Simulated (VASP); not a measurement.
# Ti16SiO32 (a cell with a defect) in VASP: a series of runs

Ti16SiO32 (a cell with a defect) is run at these levels: PBE; tasks: single point.

Everything below comes from runs of VASP 6.6.1. Logs are shortened: lines on timing, memory, paths and dates and some standing lists are left out, and cuts for length are marked.

## 1. The cell of the first run

The cell holds a defect, 49 atoms: a = 7.578 Å, b = 7.578 Å, c = 9.537 Å, α = 90.00°, β = 90.00°, γ = 90.00°.

## 2. Single point, PBE

INCAR reads:

```
PREC = Accurate
ENCUT = 520
EDIFF = 1E-6
ISMEAR = -1
SIGMA = 0.02
LREAL = Auto
LASPH = T
NELM = 60
ALGO = Normal
ISIF = 2
LWAVE = F
LCHARG = F
GGA = PE
NBANDS = 224
```

KPOINTS reads:

```
Automatic mesh
0
Gamma
  1 1 1
```

POSCAR reads:

```
Ti16SiO32
1.0
    7.5784000000      0.0000000000      0.0000000000
    0.0000000000      7.5784000000      0.0000000000
    0.0000000000      0.0000000000      9.5370000000
Ti O Si
16 32 1
Direct
   -0.0035363665      0.0505251768      0.0178567684
   -0.0069671699      0.3040747387      0.2259201007
    0.5015570569      0.0896099441      0.0077697389
    0.5170748443      0.2926871107      0.2607423718
    0.0004882297      0.5472791090      0.0160742372
    0.0140399029      0.8176528027      0.2734612562
    0.2703604983      0.3122954713      0.4955122156
    0.2286630423      0.5243059221      0.7593792597
    0.4999340230      0.5396521693      0.0130439342
    0.4934550829      0.7986778212      0.2592744049
    0.7745698300      0.3382244273      0.4814931320
    0.7518341602      0.5528343714      0.7494809689
    0.2475984377      0.8027156128      0.5333333333
    0.2302992716      0.0535337274      0.7608681975
    0.7652274887      0.8245012140      0.5119534445
    0.7502771033      0.0896759210      0.7516934046
   -0.0117043175      0.0736830993      0.2193561917
    0.0072970548      0.3366937612      0.4815455594
   -0.0563971287      0.3119391956      0.0305546818
    0.0062414230      0.0770743165      0.7917164727
    0.4898923256      0.0672965270      0.1992555311
    0.5365248601      0.2927398923      0.4564013841
    0.5683917450      0.3031378655      0.0127503408
    0.5196479468      0.0031668954      0.8211701793
    0.0276971392      0.5762298110      0.2083988676
    0.0178005912      0.8497440093      0.4660165671
    0.0045524121      0.8123614483      0.0691726958
   -0.0093159506      0.5214821070      0.7674530775
    0.3441623562      0.3255436504      0.7146272413
    0.2302860762      0.5164546606      0.9667086086
    0.2260107674      0.5415391112      0.5591380937
    0.2351287871      0.2818141032      0.2974625144
    0.4520215349      0.5347698723      0.2200482332
    0.4774226750      0.8070173124      0.4656390899
    0.4956455188      0.8118732186      0.0260039845
    0.4939169218      0.6084661670      0.8136625773
    0.7400770611      0.3237358809      0.7223235818
    0.7570859284      0.6141401879      0.9623885918
    0.7172622189      0.5739074211      0.5444059977
    0.7640926845      0.3011057743      0.2721925134
    0.2427293360      0.8051699567      0.7290867149
    0.2576269397      0.0661485274      0.9593268323
    0.2466747598      0.0739338119      0.5564642969
    0.2582207326      0.8292383617      0.2678934675
    0.7880819170      0.8115301383      0.7320645905
    0.7591576058     -0.0095534678      0.9461990144
    0.7464108519      0.0407605827      0.5576806124
    0.7543148950      0.8245276048      0.3115654818
    0.6476301066      0.8146046659      0.8894620950
```

Potentials or basis: VASP PAW PBE potentials, release 64 (Ti_sv, O, Si).

Command:

```sh
$ cat potpaw_PBE.64/Ti_sv/POTCAR potpaw_PBE.64/O/POTCAR potpaw_PBE.64/Si/POTCAR > POTCAR
$ mpirun -np 1 vasp_gam > vasp.out
```

OUTCAR:

```text
PREC = Accurate
   ENCUT = 520
   EDIFF = 1E-6
   ISMEAR = -1
   LREAL = Auto
   LASPH = T
   NELM = 60
   ISIF = 2
   GGA = PE

 ion  position               nearest neighbor table
   1  0.996  0.051  0.018-  27 1.87  17 1.93  46 1.98  19 2.02  42 2.06  20 2.17   2 2.76
   2  0.993  0.304  0.226-  17 1.75  40 1.79  19 1.90  32 1.96  25 2.09   5 2.72   1 2.76
   3  0.502  0.090  0.008-  23 1.70  21 1.84  24 1.90  42 1.91  35 2.11  46 2.17  49 2.62   4 2.86

   4  0.517  0.293  0.261-  21 1.82  22 1.87  40 1.88  33 1.94  32 2.17  23 2.40   3 2.86  11 2.89
                             7 2.92
   5  0.000  0.547  0.016-  30 1.82  19 1.84  25 1.86  38 1.98  27 2.07  28 2.38   2 2.72
   6  0.014  0.818  0.273-  26 1.85  44 1.85  25 1.93  27 1.95  48 2.00  17 2.02
   7  0.270  0.312  0.496-  31 1.87  43 1.91  32 1.92  18 2.01  22 2.06  29 2.17   4 2.92
   8  0.229  0.524  0.759-  29 1.79  28 1.81  31 1.91  30 1.98  41 2.15  36 2.17
   9  0.500  0.540  0.013-  23 1.87  36 1.97  33 2.01  35 2.07  38 2.09  30 2.10  49 2.64
  10  0.493  0.799  0.259-  44 1.80  34 1.97  48 2.05  33 2.06  21 2.11  35 2.23
  11  0.775  0.338  0.481-  18 1.76  22 1.85  39 1.93  40 2.02  37 2.31  47 2.38   4 2.89
  12  0.752  0.553  0.749-  37 1.76  28 1.83  39 1.98  45 1.99  38 2.08  36 2.09  49 2.52
  13  0.248  0.803  0.533-  34 1.86  41 1.87  26 1.89  31 2.00  43 2.07  14 2.89
  14  0.230  0.054  0.761-  20 1.73  42 1.91  41 1.91  43 1.96  29 2.28  24 2.30  13 2.89
  15  0.765  0.825  0.512-  47 1.70  48 1.91  39 1.96  26 1.97  45 2.11  34 2.23
  16  0.750  0.090  0.752-  37 1.80  47 1.89  20 1.98  24 1.98  46 2.00  45 2.14  49 2.58
  17  0.988  0.074  0.219-   2 1.75   1 1.93   6 2.02
  18  0.007  0.337  0.482-  11 1.76   7 2.01
  19  0.944  0.312  0.031-   5 1.84   2 1.90   1 2.02
  20  0.006  0.077  0.792-  14 1.73  16 1.98   1 2.17
  21  0.490  0.067  0.199-   4 1.82   3 1.84  10 2.11
  22  0.537  0.293  0.456-  11 1.85   4 1.87   7 2.06
  23  0.568  0.303  0.013-   3 1.70   9 1.87   4 2.40
  24  0.520  0.003  0.821-  49 1.85   3 1.90  16 1.98  14 2.30
  25  0.028  0.576  0.208-   5 1.86   6 1.93   2 2.09
  26  0.018  0.850  0.466-   6 1.85  13 1.89  15 1.97
  27  0.005  0.812  0.069-   1 1.87   6 1.95   5 2.07
  28  0.991  0.521  0.767-   8 1.81  12 1.83   5 2.38
  29  0.344  0.326  0.715-   8 1.79   7 2.17  14 2.28
  30  0.230  0.516  0.967-   5 1.82   8 1.98   9 2.10
  31  0.226  0.542  0.559-   7 1.87   8 1.91  13 2.00
  32  0.235  0.282  0.297-   7 1.92   2 1.96   4 2.17
  33  0.452  0.535  0.220-   4 1.94   9 2.01  10 2.06
  34  0.477  0.807  0.466-  13 1.86  10 1.97  15 2.23
  35  0.496  0.812  0.026-  49 1.74   9 2.07   3 2.11  10 2.23
  36  0.494  0.608  0.814-   9 1.97  49 2.08  12 2.09   8 2.17
  37  0.740  0.324  0.722-  12 1.76  16 1.80  11 2.31
  38  0.757  0.614  0.962-  49 1.87   5 1.98  12 2.08   9 2.09
  39  0.717  0.574  0.544-  11 1.93  15 1.96  12 1.98
  40  0.764  0.301  0.272-   2 1.79   4 1.88  11 2.02
  41  0.243  0.805  0.729-  13 1.87  14 1.91   8 2.15
  42  0.258  0.066  0.959-  14 1.91   3 1.91   1 2.06
  43  0.247  0.074  0.556-   7 1.91  14 1.96  13 2.07
  44  0.258  0.829  0.268-  10 1.80   6 1.85
  45  0.788  0.812  0.732-  49 1.84  12 1.99  15 2.11  16 2.14
  46  0.759  0.990  0.946-  49 1.67   1 1.98  16 2.00   3 2.17
  47  0.746  0.041  0.558-  15 1.70  16 1.89  11 2.38
  48  0.754  0.825  0.312-  15 1.91   6 2.00  10 2.05
  49  0.648  0.815  0.889-  46 1.67  35 1.74  45 1.84  24 1.85  38 1.87  36 2.08  12 2.52  16 2.58
                             3 2.62   9 2.64

  LATTYP: Found a simple tetragonal cell.
 ALAT       =     7.5784000000
 C/A-ratio  =     1.2584450544

  Lattice vectors:

 A1 = (   7.5784000000,   0.0000000000,   0.0000000000)
 A2 = (   0.0000000000,   7.5784000000,   0.0000000000)
 A3 = (   0.0000000000,   0.0000000000,   9.5370000000)

Analysis of symmetry for initial positions (statically):
=====================================================================
 Subroutine PRICEL returns:
 Original cell was already a primitive cell.

 Routine SETGRP: Setting up the symmetry group for a
 simple tetragonal supercell.

 Subroutine GETGRP returns: Found  1 space group operations
 (whereof  1 operations were pure point group operations)
 out of a pool of 16 trial point group operations.

The static configuration has the point symmetry C_1 .

Analysis of symmetry for dynamics (positions and initial velocities):
=====================================================================
 Subroutine PRICEL returns:
 Original cell was already a primitive cell.

 Routine SETGRP: Setting up the symmetry group for a
 simple tetragonal supercell.

 Subroutine GETGRP returns: Found  1 space group operations
 (whereof  1 operations were pure point group operations)
 out of a pool of 16 trial point group operations.

[... 122 lines left out ...]

----------------------------------------------------------------------------------------

 KPOINTS: Automatic mesh

Automatic generation of k-mesh.
 Grid dimensions read from file:
 generate k-points for:    1    1    1

 Generating k-lattice:

  Cartesian coordinates                     Fractional coordinates (reciprocal lattice)
     0.131953974  0.000000000  0.000000000     1.000000000  0.000000000  0.000000000
     0.000000000  0.131953974  0.000000000     0.000000000  1.000000000  0.000000000
     0.000000000  0.000000000  0.104854776     0.000000000  0.000000000  1.000000000

  Length of vectors
     0.131953974  0.131953974  0.104854776

  Shift w.r.t. Gamma in fractional coordinates (k-lattice)
     0.000000000  0.000000000  0.000000000

 Subroutine IBZKPT returns following result:
 ===========================================

 Found      1 irreducible k-points:

 Following reciprocal coordinates:
            Coordinates               Weight
  0.000000  0.000000  0.000000      1.000000
   k-points           NKPTS =      1   k-points in BZ     NKDIM =      1   number of bands    NBANDS=    224
   number of dos      NEDOS =    301   number of ions     NIONS =     49
   total plane-waves  NPLWV = 225792
   dimension x,y,z NGX =    56 NGY =   56 NGZ =   72
   dimension x,y,z NGXF=   112 NGYF=  112 NGZF=  144
   ions per type =              16  32   1
   NGX,Y,Z   is equivalent  to a cutoff of  12.28, 12.28, 12.55 a.u.
   NGXF,Y,Z  is equivalent  to a cutoff of  24.57, 24.57, 25.10 a.u.
 SYSTEM =  unknown system
   PREC   = accura    normal or accurate (medium, high low for compatibility)
   ISTART =      0    job   : 0-new  1-cont  2-samecut
   ICHARG =      2    charge: 1-file 2-atom 10-const
   ISPIN  =      1    spin polarized calculation?
   LNONCOLLINEAR =      F non collinear calculations
   LSORBIT =      F    spin-orbit coupling
   LASPH  =      T    aspherical Exc in radial PAW
   ENCUT  =  520.0 eV  38.22 Ry    6.18 a.u.  14.09 14.09 17.73*2*pi/ulx,y,z
   NELM   =     60;   NELMIN=  2; NELMDL= -5     # of ELM steps
   EDIFF  = 0.1E-05   stopping-criterion for ELM
   LREAL  =      T    real-space projection
   EDIFFG = 0.1E-04   stopping-criterion for IOM
   NSW    =      0    number of steps for IOM
   IBRION =     -1    ionic relax: 0-MD 1-quasi-New 2-CG
   NFREE  =      0    steps in history (QN), initial steepest desc. (CG)
   ISIF   =      2    stress and relaxation
   ISYM   =      2    0-nonsym 1-usesym 2-fastsym
   POTIM  = 0.5000    time-step for ionic-motion
   TEBEG  =    0.0;   TEEND  =   0.0 temperature during run
   PSTRESS=    0.0 pullay stress
   NELECT =     388.0000    total number of electrons
   NUPDOWN=      -1.0000    fix difference up-down
   EMIN   =  10.00;   EMAX   =-10.00  energy-range for DOS
   EFERMI =   0.00;   METHOD = LEGACY
   ISMEAR =    -1;   SIGMA  =   0.02  broadening in eV -4-tet -1-fermi 0-gaus
   EFERMI_NEDOS =   21; number of points for ismear=-14 and -15
   IALGO  =     38    algorithm
   IMIX   =      4    mixing-type and parameters
     AMIX     =   0.40;   BMIX     =  1.00
     AMIX_MAG =   1.60;   BMIX_MAG =  1.00
  volume/ion in A,a.u.               =      11.18        75.43
  Fermi-wavevector in a.u.,A,eV,Ry     =   1.459362  2.757795 28.976850  2.129738
  Thomas-Fermi vector in A             =   2.575938
   LORBIT       =      0    0 simple, 1 ext, 2 COOP (PROOUT), +10 PAW based schemes
   GGA     = PE    functional components
   LHFCALC =     F    Hartree Fock is set to
   AEXX    =    0.0000 exact exchange contribution
   IVDW    =     0    specifies the selected vdW correction
   LEPSILON=     F    determine dielectric tensor
   LRPA    =     F    only Hartree local field effects (RPA)
 non-spin polarized calculation
  energy-cutoff  :      520.00
  volume of cell :      547.73
 maximum number of plane-waves:      7360
   NGX = 29   NGY = 29   NGZ = 35

 number of electron     388.0000025 magnetization

 Free energy of the ion-electron system (eV)
  ---------------------------------------------------
  ext. energy  EPLUGINS =         0.00000000
  ---------------------------------------------------
  free energy    TOTEN  =      -426.68123002 eV

  energy without entropy =     -426.67421199  energy(sigma->0) =     -426.67772101

 E-fermi :   6.7151     XC(G=0): -10.8497

 val. band max:        6.6335751639   @ k =   0.0000   0.0000   0.0000
 cond. band min:       6.7964198260   @ k =   0.0000   0.0000   0.0000
 fundamental gap:      0.1628446621
 Fermi energy:         6.7151177731

 k-point     1 :       0.0000    0.0000    0.0000
  band No.  band energies     occupation
      1     -52.2165      2.00000
      2     -52.1336      2.00000
      3     -52.1323      2.00000
      4     -52.1236      2.00000
      5     -52.1006      2.00000
      6     -52.0956      2.00000
[... 198 lines left out ...]
    205       7.3549      0.00000
    206       7.3932      0.00000
 [bands above 206 left out]

------------------------ aborting loop because EDIFF is reached ----------------------------------------

  FORCE on cell =-STRESS in cart. coord.  units (eV):
  Direction    XX          YY          ZZ          XY          YZ          ZX
  --------------------------------------------------------------------------------------
  -------------------------------------------------------------------------------------
  Total       28.0548704     45.9324385     38.0815307      1.2613955      4.7857724     -2.0074401
  in kB       82.0638745    134.3579142    111.3930635      3.6897339     13.9989607     -5.8720041
  external PRESSURE =     109.2716174 kB  Pullay stress =       0.0000000 kB

 VOLUME and BASIS-vectors are now :
 -----------------------------------------------------------------------------
  energy-cutoff  :      520.00
  volume of cell :      547.73
      direct lattice vectors                 reciprocal lattice vectors
     7.578400000  0.000000000  0.000000000     0.131953974  0.000000000  0.000000000
     0.000000000  7.578400000  0.000000000     0.000000000  0.131953974  0.000000000
     0.000000000  0.000000000  9.537000000     0.000000000  0.000000000  0.104854776

 POSITION                                       TOTAL-FORCE (eV/Angst)
 -----------------------------------------------------------------------------------
      7.55160      0.38290      0.17030         1.840032     -0.943210     -1.424941
      7.52560      2.30440      2.15460         3.071468      3.067278      1.892087
      3.80100      0.67910      0.07410        -2.538847     -3.237205     -0.135004
      3.91860      2.21810      2.48670        -1.951150      1.751165      0.809861
      0.00370      4.14750      0.15330         0.504163      2.683125     -0.237713
      0.10640      6.19650      2.60800        -0.485563     -0.738584     -2.471519
[... 41 lines left out ...]
      5.71650      6.24860      2.97140        -0.716793     -0.150879      0.162791
      4.90800      6.17340      8.48280        -1.578141     -1.347833     -0.453432
 -----------------------------------------------------------------------------------
    total drift:                                0.018445      0.055550      0.016095

  FREE ENERGIE OF THE ION-ELECTRON SYSTEM (eV)
  ---------------------------------------------------
  free  energy   TOTEN  =      -426.6812300222 eV

  energy  without entropy=     -426.6742119936  energy(sigma->0) =     -426.67772101
```

Wall time 4.9 min (1 thread of Intel Xeon Platinum 8375C at 2.90GHz (Ice Lake), shared host); peak memory 0.51 GiB.

Results:

```
Free energy            : -426.6812 eV
Pressure               : 10.9 GPa
Largest force          : 4.758 eV/Å
Band gap on the k mesh : 0.16 eV
```

Forces on the atoms (eV/Å):
```
Ti   1.840 -0.943 -1.425
Ti   3.071  3.067  1.892
Ti  -2.539 -3.237 -0.135
Ti  -1.951  1.751  0.810
Ti   0.504  2.683 -0.238
Ti  -0.486 -0.739 -2.472
Ti  -0.449 -0.702  0.126
Ti   2.286  1.541 -0.044
Ti  -2.485  0.428  0.219
Ti   0.030 -0.216 -0.216
Ti   0.053  0.293  2.202
Ti  -0.588  0.013 -1.087
Ti   0.863  0.349 -0.943
Ti   3.178  0.669 -1.301
Ti  -0.504 -3.241 -2.513
Ti   1.151  0.137 -0.605
O    0.188 -3.360 -0.617
O    0.091 -1.103 -1.080
O   -0.158 -1.178  0.401
O   -2.012  0.402  0.583
O    0.214 -1.694  0.878
O   -3.012 -0.510 -1.006
O    1.052  3.109  0.670
O   -0.495 -0.970 -3.433
O   -0.756 -2.245  1.214
O   -0.504 -0.857  1.787
O   -0.310  1.128 -2.316
O    0.305  0.302  1.618
O   -1.206 -2.369  0.385
O    1.818  0.309  0.122
O    0.583  2.098 -1.143
O    1.327  0.287  0.362
O    1.504  0.944 -1.011
O    0.903  0.286 -0.131
O    1.396 -1.081  0.916
O    1.979  0.841 -0.007
O   -0.893 -1.965 -1.278
O   -1.340  1.041 -0.745
O    0.923 -0.584  0.246
O   -1.026  0.825  1.870
O   -0.467 -0.112 -0.045
O   -1.251  0.747  1.625
O    0.051 -0.552  0.644
O    0.209  0.260  1.554
O   -1.483 -0.078  1.153
O    1.204  1.001  2.594
O   -0.515  4.725  0.209
O   -0.717 -0.151  0.163
Si  -1.578 -1.348 -0.453
```

Caveat: the k points lie up to 0.83 Å⁻¹ apart.

[end of part 1 of 2]
